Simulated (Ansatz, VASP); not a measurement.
# One calculation of Ir, two programs

```
Ir
1.0
     2.97149    0.00000    0.00000
    -1.48574    2.57338    0.00000
     0.00000    0.00000    4.28380
Ir
2
Direct
  0.66667 0.33333 0.75000
  0.33333 0.66667 0.25000
```

Change from the starting cell: strain +0.080 along x and y, -0.040 along z, atoms carried along.

Alike in both runs: task single point; functional PBEsol; k mesh 18 × 18 × 12; occupations gaussian, width 0.15 eV; no spin polarisation.

|  | VASP | Ansatz |
| --- | --- | --- |
| version | VASP 6.6.1 | Ansatz 0.2.0 |
| potentials or method | VASP PAW PBE potentials, release 64 (Ir), cutoff 520 eV | scalar-relativistic, plane waves, PAW |
| valence electrons in the cell | 18 | 34 |

VASP gave:

| Property | Result |
| --- | --- |
| gap on the k mesh at the Fermi level (eV) | none |
| pressure (GPa) | -34.4 |
| traceless stress, the component that is largest in VASP (GPa) | 11.09 |

Which values does Ansatz return?

gap on the k mesh at the Fermi level (eV): none; pressure (GPa): -34.8; traceless stress, the component that is largest in VASP (GPa): 11.06.

VASP's potentials were made for PBE, not for PBEsol. A gap of «none» marks a metal or a gap that the smearing closes. Both programs put the cell under strong tension, so it lies far from rest at this level. The functional is the same, so the differences come from potentials, cutoffs and numerics. VASP's potentials hold 18 valence electrons a cell and Ansatz's 34, so a difference there can come from the potentials and not from the codes.

Spin-orbit coupling is off throughout. Noted on VASP's run: the cell as given lies far from equilibrium.
